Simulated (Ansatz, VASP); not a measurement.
## Two plane-wave programs on V

File INCAR:

```
ALGO = Normal ; EDIFF = 1E-6
ENCUT = 500 ; GGA = CA
GGA_COMPAT = F ; ISIF = 2
ISMEAR = 0 ; LASPH = T
LCHARG = F ; LREAL = F
LWAVE = F ; NBANDS = 12
NELM = 120 ; PREC = Accurate
SIGMA = 0.1
```

The input KPOINTS:

```
k-points
0
Gamma
  8 8 8
```

File POSCAR:

```
V
1.0
   -1.4750000000      1.4750000000      1.4750000000
    1.4750000000     -1.4750000000      1.4750000000
    1.4750000000      1.4750000000     -1.4750000000
V
1
Direct
    0.0000000000      0.0000000000      0.0000000000
```

Input for Ansatz:

```yaml
crystal:
  lattice:
    - [-1.475, 1.475, 1.475]
    - [1.475, -1.475, 1.475]
    - [1.475, 1.475, -1.475]
  atoms:
    - { symbol: V, position: [0.0, 0.0, 0.0] }
basis:
  ecutwfc: 420
kpoints:
  mp_grid: { grid: [8, 8, 8] }
hamiltonian:
  xc: lda
  pseudopotentials: { kind: paw, azcp: { folder: soft_1 } }
scf:
  occupations: { method: gaussian, width: 0.1 }
output:
  forces: true
  stress: true
  eigenvalues: true
```

Alike in both runs: task single point; functional LDA; k mesh 8 × 8 × 8; occupations gaussian, width 0.1 eV; no spin polarisation.

```csv
,VASP,Ansatz
version,VASP 6.6.1,Ansatz 0.2.0
potentials or method,"VASP PAW LDA potentials, release 64 (V_sv), cutoff 500 eV","scalar-relativistic, plane waves, PAW"
valence electrons in the cell,13,13
```

|  | VASP | Ansatz | Ansatz less VASP |
| --- | --- | --- | --- |
| gap on the k mesh at the Fermi level (eV) | none | none | - |
| pressure (GPa) | -5.8 | -6.1 | -0.33 |

Ansatz warns that its potentials were made for another functional, while VASP's fit it. LDA's correlation is that of Perdew and Zunger in VASP and of Perdew and Wang (1992) in Ansatz. A gap of «none» marks a metal or a gap that the smearing closes.

The k mesh is coarse, so the values compare programs but aren't converged.
